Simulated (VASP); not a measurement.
# C (Cmme) in VASP: relaxation of cell and atoms with PBE

Aim: the relaxation of cell and atoms of C with PBE.

Program: VASP 6.6.1. These are calculated values, not measurements. Logs are shortened: lines on timing, memory, paths and dates and some standing lists are left out, and cuts for length are marked.

## Step 1: The cell of the first run

The typed cell holds 4 atoms: a = 2.467 Å, b = 2.467 Å, c = 8.739 Å, α = 90.00°, β = 90.00°, γ = 120.00°.

## Step 2: Relaxation of cell and atoms, PBE, target pressure 2 GPa, at which the enthalpy is minimised

Input file INCAR:

```
SYSTEM = C
PREC = Accurate ; ENCUT = 600
EDIFF = 1E-7 ; ISMEAR = -1
SIGMA = 0.15 ; LREAL = .FALSE.
LASPH = .TRUE. ; NELM = 120
ALGO = Normal ; ISIF = 3
LWAVE = .FALSE. ; LCHARG = .FALSE.
GGA = PE ; IBRION = 2
NSW = 80 ; EDIFFG = -0.001
PSTRESS = 20.0 ; GGA_COMPAT = .FALSE.
NELMIN = 4
```

Input file KPOINTS:

```
Automatic mesh
0
G
  18 18 6
  0 0 0
```

Input file POSCAR:

```
C
1.0
    1.2332793443     -2.1360613980      0.0000000000
    1.2332793443      2.1360613980      0.0000000000
    0.0000000000      0.0000000000      8.7390382410
C
4
Direct
    0.0833320888      0.9166679112      0.7500329091
    0.5833320888      0.4166679112      0.2499670909
    0.9166679112      0.0833320888      0.2499670909
    0.4166679112      0.5833320888      0.7500329091
```

Potentials or basis: VASP PAW PBE potentials, release 64 (C).

Started as:

```
$ cat potpaw_PBE.64/C/POTCAR > POTCAR
$ mpirun -np 1 vasp_std > vasp.out
```

OUTCAR:

```text
SYSTEM = C
   PREC = Accurate
   ENCUT = 600
   EDIFF = 1E-7
   ISMEAR = -1
   LREAL = .FALSE.
   LASPH = .TRUE.
   NELM = 120
   ISIF = 3
   GGA = PE
   IBRION = 2
   NSW = 80
   EDIFFG = -0.001
   PSTRESS = 20.0
   NELMIN = 4

 ion  position               nearest neighbor table
   1  0.083  0.917  0.750-   4 1.42   4 1.42   4 1.42
   2  0.583  0.417  0.250-   3 1.42   3 1.42   3 1.42
   3  0.917  0.083  0.250-   2 1.42   2 1.42   2 1.42
   4  0.417  0.583  0.750-   1 1.42   1 1.42   1 1.42

  LATTYP: Found a hexagonal cell.
 ALAT       =     2.4665586886
 C/A-ratio  =     3.5430084358

  Lattice vectors:

 A1 = (   2.4665586886,   0.0000000000,   0.0000000000)
 A2 = (  -1.2332793443,   2.1360613980,   0.0000000000)
 A3 = (   0.0000000000,   0.0000000000,   8.7390382410)

Analysis of symmetry for initial positions (statically):
=====================================================================
 Subroutine PRICEL returns:
 Original cell was already a primitive cell.

 Routine SETGRP: Setting up the symmetry group for a
 hexagonal supercell.

 Subroutine GETGRP returns: Found  8 space group operations
 (whereof  4 operations were pure point group operations)
 out of a pool of 24 trial point group operations.

The static configuration has the point symmetry C_2h.
 The point group associated with its full space group is D_2h.

Analysis of symmetry for dynamics (positions and initial velocities):
=====================================================================
 Subroutine PRICEL returns:
 Original cell was already a primitive cell.

 Routine SETGRP: Setting up the symmetry group for a
 hexagonal supercell.

 Subroutine GETGRP returns: Found  8 space group operations
 (whereof  4 operations were pure point group operations)
 out of a pool of 24 trial point group operations.

The dynamic configuration has the point symmetry C_2h.
 The point group associated with its full space group is D_2h.

 Subroutine INISYM returns: Found  8 space group operations
 (whereof  4 operations are pure point group operations),
 and found     1 'primitive' translations

----------------------------------------------------------------------------------------

                                     Primitive cell

  volume of cell :      46.0436

  direct lattice vectors                    reciprocal lattice vectors
     1.233279344 -2.136061398  0.000000000     0.405423153 -0.234075669  0.000000000
     1.233279344  2.136061398  0.000000000     0.405423153  0.234075669  0.000000000
     0.000000000  0.000000000  8.739038241     0.000000000  0.000000000  0.114429068

  length of vectors
     2.466523107  2.466523107  8.739038241     0.468144584  0.468144584  0.114429068

  position of ions in fractional coordinates (direct lattice)
     0.083332089  0.916667911  0.750032909
     0.583332089  0.416667911  0.249967091
     0.916667911  0.083332089  0.249967091
     0.416667911  0.583332089  0.750032909

  ion indices of the primitive-cell ions
   primitive index   ion index
                 1           1
                 2           2
                 3           3
                 4           4

----------------------------------------------------------------------------------------

 KPOINTS: Automatic mesh

Automatic generation of k-mesh.
 Grid dimensions read from file:
 generate k-points for:   18   18    6

 Generating k-lattice:

  Cartesian coordinates                     Fractional coordinates (reciprocal lattice)
     0.022523508 -0.013004204  0.000000000     0.055555556  0.000000000  0.000000000
     0.022523508  0.013004204  0.000000000     0.000000000  0.055555556  0.000000000
     0.000000000  0.000000000  0.019071511     0.000000000  0.000000000  0.166666667

  Length of vectors
     0.026008032  0.026008032  0.019071511

  Shift w.r.t. Gamma in fractional coordinates (k-lattice)
     0.000000000  0.000000000  0.000000000

 Subroutine IBZKPT returns following result:
 ===========================================

 Found    364 irreducible k-points:

 Following reciprocal coordinates:
            Coordinates               Weight
  0.000000  0.000000  0.000000      1.000000
  0.055556  0.000000  0.000000      4.000000
  0.111111  0.000000  0.000000      4.000000
  0.166667  0.000000  0.000000      4.000000
  0.222222  0.000000  0.000000      4.000000
  0.277778  0.000000  0.000000      4.000000
[... 16 lines left out ...]
 -0.277778  0.055556  0.000000      4.000000
 -0.222222  0.055556  0.000000      4.000000
 [... further k-points ...]
   k-points           NKPTS =    364   k-points in BZ     NKDIM =    364   number of bands    NBANDS=     12
   number of dos      NEDOS =    301   number of ions     NIONS =      4
   total plane-waves  NPLWV =  28000
   dimension x,y,z NGX =    20 NGY =   20 NGZ =   70
   dimension x,y,z NGXF=    40 NGYF=   40 NGZF=  140
   ions per type =               4
   NGX,Y,Z   is equivalent  to a cutoff of  13.48, 13.48, 13.32 a.u.
   NGXF,Y,Z  is equivalent  to a cutoff of  26.96, 26.96, 26.63 a.u.
 SYSTEM =  C
   PREC   = accura    normal or accurate (medium, high low for compatibility)
   ISTART =      0    job   : 0-new  1-cont  2-samecut
   ICHARG =      2    charge: 1-file 2-atom 10-const
   ISPIN  =      1    spin polarized calculation?
   LNONCOLLINEAR =      F non collinear calculations
   LSORBIT =      F    spin-orbit coupling
   LASPH  =      T    aspherical Exc in radial PAW
   ENCUT  =  600.0 eV  44.10 Ry    6.64 a.u.   4.93  4.93 17.45*2*pi/ulx,y,z
   NELM   =    120;   NELMIN=  4; NELMDL= -5     # of ELM steps
   EDIFF  = 0.1E-06   stopping-criterion for ELM
   LREAL  =      F    real-space projection
   EDIFFG = -.1E-02   stopping-criterion for IOM
   NSW    =     80    number of steps for IOM
   IBRION =      2    ionic relax: 0-MD 1-quasi-New 2-CG
   NFREE  =      1    steps in history (QN), initial steepest desc. (CG)
   ISIF   =      3    stress and relaxation
   ISYM   =      2    0-nonsym 1-usesym 2-fastsym
   POTIM  = 0.5000    time-step for ionic-motion
   TEBEG  =    0.0;   TEEND  =   0.0 temperature during run
   PSTRESS=   20.0 pullay stress
   NELECT =      16.0000    total number of electrons
   NUPDOWN=      -1.0000    fix difference up-down
   EMIN   =  10.00;   EMAX   =-10.00  energy-range for DOS
   EFERMI =   0.00;   METHOD = LEGACY
   ISMEAR =    -1;   SIGMA  =   0.15  broadening in eV -4-tet -1-fermi 0-gaus
   EFERMI_NEDOS =   21; number of points for ismear=-14 and -15
   IALGO  =     38    algorithm
   IMIX   =      4    mixing-type and parameters
     AMIX     =   0.40;   BMIX     =  1.00
     AMIX_MAG =   1.60;   BMIX_MAG =  1.00
  volume/ion in A,a.u.               =      11.51        77.68
  Fermi-wavevector in a.u.,A,eV,Ry     =   1.150956  2.174991 18.023620  1.324699
  Thomas-Fermi vector in A             =   2.287616
   LORBIT       =      0    0 simple, 1 ext, 2 COOP (PROOUT), +10 PAW based schemes
   GGA     = PE    functional components
   LHFCALC =     F    Hartree Fock is set to
   AEXX    =    0.0000 exact exchange contribution
   IVDW    =     0    specifies the selected vdW correction
   LEPSILON=     F    determine dielectric tensor
   LRPA    =     F    only Hartree local field effects (RPA)
 conjugate gradient relaxation of ions
 non-spin polarized calculation
  energy-cutoff  :      600.00
  volume of cell :       46.04
 maximum number of plane-waves:      1572
   NGX =  9   NGY =  9   NGZ = 35

--------------------------------------- Ionic step        1  -------------------------------------------

 number of electron      15.9999999 magnetization

 Free energy of the ion-electron system (eV)
  ---------------------------------------------------
  ext. energy  EPLUGINS =         0.00000000
  ---------------------------------------------------
  free energy    TOTEN  =       -36.91769668 eV

  energy without entropy =      -36.91175252  energy(sigma->0) =      -36.91472460

------------------------ aborting loop because EDIFF is reached ----------------------------------------

  FORCE on cell =-STRESS in cart. coord.  units (eV):
  Direction    XX          YY          ZZ          XY          YZ          ZX
  --------------------------------------------------------------------------------------
  -------------------------------------------------------------------------------------
  Total        0.0393268      0.0392731     -0.0698559      0.0000000      0.0000000      0.0000000
  in kB        1.3684543      1.3665842     -2.4307756      0.0000000      0.0000000      0.0000000
  external PRESSURE =     -19.8985790 kB  Pullay stress =      20.0000000 kB
[... 103 lines left out ...]
  energy  without entropy=      -36.9087717268  energy(sigma->0) =      -36.91172129

  enthalpy is  TOTEN    =       -36.3460392206 eV   P V=        0.5686316297

 E-fermi :   3.4436     XC(G=0):  -9.2670

 val. band max:        3.4426385652   @ k =   0.3333   0.3333   0.5000
 cond. band min:       3.4436509510   @ k =   0.3333   0.3333   0.5000
 fundamental gap:      0.0010123858
 Fermi energy:         3.4436324845

 k-point     1 :       0.0000    0.0000    0.0000
  band No.  band energies     occupation
      1     -16.1808      2.00000
      2     -16.1019      2.00000
      3      -4.6201      2.00000
      4      -3.8060      2.00000
      5       0.4048      2.00000
      6       0.4075      2.00000
      7       0.4098      2.00000
      8       0.4107      2.00000
      9       6.7738      0.00000
     10      10.9209      0.00000
     11      11.8024      0.00000
     12      11.8110      0.00000
[... 331 lines left out ...]
 k-point    24 :      -0.2222    0.0556    0.0000
  band No.  band energies     occupation
      1     -15.2296      2.00000
      2     -15.1562      2.00000
      3      -3.4755      2.00000
      4      -2.7006      2.00000
      5      -2.6138      2.00000
      6      -2.6003      2.00000
      7      -1.2369      2.00000
      8      -1.2334      2.00000
      9       7.9987      0.00000
     10      11.8859      0.00000
     11      12.0185      0.00000
     12      12.0565      0.00000

 [... further k-points ...]

 E-fermi :   4.2982     XC(G=0):  -9.9996

 val. band max:        4.2939518644   @ k =   0.3333   0.3333   0.5000
 cond. band min:       4.3728233412   @ k =   0.3333   0.3333   0.3333
 fundamental gap:      0.0788714768
 Fermi energy:         4.2981632509

 k-point     1 :       0.0000    0.0000    0.0000
  band No.  band energies     occupation
      1     -15.3506      2.00000
      2     -15.1456      2.00000
      3      -4.0629      2.00000
      4      -2.5324      2.00000
      5       1.2600      2.00000
      6       1.2715      2.00000
      7       1.2791      2.00000
      8       1.2817      2.00000
      9       8.2070      0.00000
     10      12.6172      0.00000
     11      12.6464      0.00000
     12      12.6685      0.00000
[... 331 lines left out ...]
 k-point    24 :      -0.2222    0.0556    0.0000
  band No.  band energies     occupation
      1     -14.3979      2.00000
      2     -14.2054      2.00000
      3      -2.9120      2.00000
      4      -1.7610      2.00000
      5      -1.7192      2.00000
      6      -1.4471      2.00000
      7      -0.3676      2.00000
      8      -0.3570      2.00000
      9       9.3909      0.00000
     10      12.7822      0.00000
     11      12.8640      0.00000
     12      12.9015      0.00000

 [... further k-points ...]

[... ionic steps 4 to 25 ...]

--------------------------------------- Ionic step       26  -------------------------------------------

 number of electron      15.9999998 magnetization

------------------------ aborting loop because EDIFF is reached ----------------------------------------
[... 75 lines left out ...]
--------------------------------------- Ionic step       28  -------------------------------------------

 number of electron      15.9999998 magnetization

 Free energy of the ion-electron system (eV)
  ---------------------------------------------------
  ext. energy  EPLUGINS =         0.00000000
  ---------------------------------------------------
  free energy    TOTEN  =       -36.89676372 eV

  energy without entropy =      -36.89154605  energy(sigma->0) =      -36.89415489

 E-fermi :   4.3130     XC(G=0): -10.0115

 val. band max:        4.3076248645   @ k =   0.3333   0.3333   0.5000
 cond. band min:       4.3888451949   @ k =   0.3333   0.3333   0.3333
 fundamental gap:      0.0812203305
 Fermi energy:         4.3130461146

 k-point     1 :       0.0000    0.0000    0.0000
  band No.  band energies     occupation
      1     -15.3374      2.00000
      2     -15.1296      2.00000
      3      -4.0547      2.00000
      4      -2.5100      2.00000
      5       1.2753      2.00000
      6       1.2858      2.00000
      7       1.2935      2.00000
      8       1.2975      2.00000
      9       8.2326      0.00000
     10      12.6328      0.00000
     11      12.6600      0.00000
     12      12.6826      0.00000
[... 331 lines left out ...]
 k-point    24 :      -0.2222    0.0556    0.0000
  band No.  band energies     occupation
      1     -14.3846      2.00000
      2     -14.1894      2.00000
      3      -2.9036      2.00000
      4      -1.7459      2.00000
      5      -1.7035      2.00000
      6      -1.4250      2.00000
      7      -0.3535      2.00000
      8      -0.3427      2.00000
      9       9.4158      0.00000
     10      12.7958      0.00000
     11      12.8784      0.00000
     12      12.9158      0.00000

 [... further k-points ...]

------------------------ aborting loop because EDIFF is reached ----------------------------------------

  FORCE on cell =-STRESS in cart. coord.  units (eV):
  Direction    XX          YY          ZZ          XY          YZ          ZX
  --------------------------------------------------------------------------------------
  -------------------------------------------------------------------------------------
  Total        0.4602103      0.4598413      0.4611239      0.0000000     -0.0000000      0.0000000
  in kB       19.9935628     19.9775299     20.0332536      0.0000000     -0.0000000      0.0000000
  external PRESSURE =       0.0014487 kB  Pullay stress =      20.0000000 kB
[... 23 lines left out ...]
  energy  without entropy=      -36.8915460521  energy(sigma->0) =      -36.89415489

  enthalpy is  TOTEN    =       -36.4364052298 eV   P V=        0.4603584942

 reached required accuracy - stopping structural energy minimisation
```

It took 53 min on 1 thread of Intel Xeon 8259CL, shared host; peak memory 0.35 GiB.

What came out:

* Free energy: -36.8968 eV
* Relaxed volume: 9.22 Å³/atom
* Relaxed cell: a = 2.462 Å, b = 2.462 Å, c = 7.026 Å, α = 90.00°, β = 90.00°, γ = 119.98°
* Space group after relaxing (to 0.1 Å): Fmmm (No. 69)
* Energy change on relaxing (the run minimises the enthalpy): +5.2 meV/atom
* Ionic steps: 28
* Pressure after relaxing: 2.0 GPa
* Band gap on the k mesh: zero (filled and empty bands touch)

The path:
```tsv
step	energy change (eV)	largest force (eV/Å)	pressure (GPa)	volume (Å³)
1	0.0000	0.0000	0.01	46.04
2	0.0115	0.0001	4.24	45.10
3	0.0030	0.0000	2.16	45.55
4	0.0023	0.0000	2.16	45.11
5	0.0003	0.0002	2.17	43.78
6	-0.0009	0.0006	2.26	41.11
7	0.0379	0.0020	3.06	35.78
8	0.0153	0.0012	2.66	37.42
9	0.0212	0.0014	2.77	36.88
10	0.0381	0.0438	-5.92	37.88
11	0.0199	0.0035	1.97	36.97
12	0.0199	0.0034	1.99	36.96
13	0.0202	0.0420	2.00	36.95
14	0.0199	0.0047	1.98	36.96
15	0.0201	0.0030	1.98	36.95
16	0.0200	0.0009	1.98	36.95
17	0.0201	0.0010	1.98	36.94
18	0.0204	0.0010	1.97	36.92
19	0.0210	0.0010	1.98	36.87
20	0.0208	0.0010	1.97	36.89
21	0.0209	0.0010	1.98	36.88
22	0.0208	0.0010	1.97	36.89
23	0.0211	0.0017	2.05	36.87
24	0.0209	0.0001	2.00	36.88
25	0.0209	0.0002	2.01	36.88
26	0.0209	0.0001	2.01	36.88
27	0.0209	0.0012	1.99	36.88
28	0.0209	0.0005	2.00	36.88
```

Final structure:
```yaml
crystal:
  lattice:
    - [1.23116, -2.13169, 0.00000]
    - [1.23116, 2.13169, 0.00000]
    - [0.00000, 0.00000, 7.02599]
  atoms:
    - { symbol: C, position: [0.08332, 0.91668, 0.75002] }
    - { symbol: C, position: [0.58332, 0.41668, 0.24998] }
    - { symbol: C, position: [0.91668, 0.08332, 0.24998] }
    - { symbol: C, position: [0.41668, 0.58332, 0.75002] }
```

Levels at points of the mesh, in eV from the Fermi level:
| k point | band 6 | band 7 | band 8 | band 9 | band 10 | band 11 |
| --- | --- | --- | --- | --- | --- | --- |
| (0.00, 0.00, 0.00) | -3.03 | -3.02 | -3.02 | 3.92 | 8.32 | 8.35 |
| (0.50, 0.00, 0.00) | -6.42 | -2.43 | -2.43 | 1.80 | 1.80 | 7.43 |
| (0.50, 0.50, 0.00) | -6.40 | -2.89 | -1.79 | 1.09 | 2.33 | 7.28 |
| (0.00, 0.00, 0.50) | -3.03 | -3.02 | -3.02 | 6.22 | 6.22 | 8.35 |
| (0.50, 0.00, 0.50) | -6.42 | -2.38 | -2.38 | 1.65 | 1.65 | 7.43 |
| (0.50, 0.50, 0.50) | -6.42 | -2.37 | -2.37 | 1.66 | 1.66 | 7.42 |

Caveat: the cell is relaxed towards a set pressure, so the run minimises the enthalpy, not the energy; the volume moved by over 15 % at a fixed basis, so the end points are rough; this functional lacks dispersion, which binds the layers, so the pressure and a relaxed spacing across them are unreliable.
